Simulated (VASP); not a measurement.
Wanted: the native input for a VASP 6.6.1 run.

* Task: single point
* Functional: r2SCAN
* Potentials or basis: VASP PAW PBE potentials, release 64 (Sn_d, Se)
* Cutoff: 520 eV
* k mesh: 6 × 6 × 6
* Occupations: fermi-dirac, width 0.02 eV
* Spin: no spin polarisation
* Dipole correction: no
* Further INCAR settings: ALGO = Normal; EDIFF = 1e-06; NBANDS = 17

Crystal: SnSe.

```xyz
2
Lattice="0.0000 3.3640 3.3640 3.3640 0.0000 3.3640 3.3640 3.3640 0.0000" Properties=species:S:1:pos:R:3 pbc="T T T"
Sn    0.0000    0.0000    0.0000
Se    1.6820    1.6820    1.6820
```

These files were run (other wordings do the same):

POSCAR

```
SnSe
1.0
    0.0000000000      3.3639844462      3.3639844462
    3.3639844462      0.0000000000      3.3639844462
    3.3639844462      3.3639844462      0.0000000000
Sn Se
1 1
Direct
    0.0000000000      0.0000000000      0.0000000000
    0.2500000000      0.2500000000      0.2500000000
```

INCAR.step1

```
SYSTEM = SnSe
PREC = Accurate
ENCUT = 520
ISMEAR = -1
SIGMA = 0.02
LREAL = .False.
LASPH = .True.
NELM = 100
NBANDS = 17
GGA = PE
ALGO = Normal
EDIFF = 1E-4
LWAVE = .True.
LCHARG = .False.
```

INCAR.step2

```
SYSTEM = SnSe
PREC = Accurate
ENCUT = 520
EDIFF = 1E-6
ISMEAR = -1
SIGMA = 0.02
LREAL = .False.
LASPH = .True.
NELM = 100
ALGO = Normal
ISIF = 2
LWAVE = .False.
LCHARG = .False.
METAGGA = R2SCAN
LMIXTAU = .True.
NBANDS = 17
ISTART = 1
```

KPOINTS

```
regular mesh
0
Gamma
  6 6 6
  0 0 0
```

Potentials or basis: VASP PAW PBE potentials, release 64 (Sn_d, Se).

Command:

```bash
$ cat potpaw_PBE.64/Sn_d/POTCAR potpaw_PBE.64/Se/POTCAR > POTCAR
$ cp INCAR.step1 INCAR
$ mpirun -np 1 vasp_std > vasp.out
$ cp INCAR.step2 INCAR
$ mpirun -np 1 vasp_std > vasp.out
```

Results of the run:

```
Pressure               : 0.0 GPa
Band gap on the k mesh : 0.22 eV, indirect (least direct gap 0.74 eV)
```

Caveat: the PAW data sets were made with another functional, which shifts forces and pressure a little; spin-orbit coupling is left out, which moves the levels of the heavy elements.

It took 73 s on 1 thread of Intel(R) Xeon(R) Platinum 8488C (Sapphire Rapids), on a shared host, peak memory 0.21 GiB.
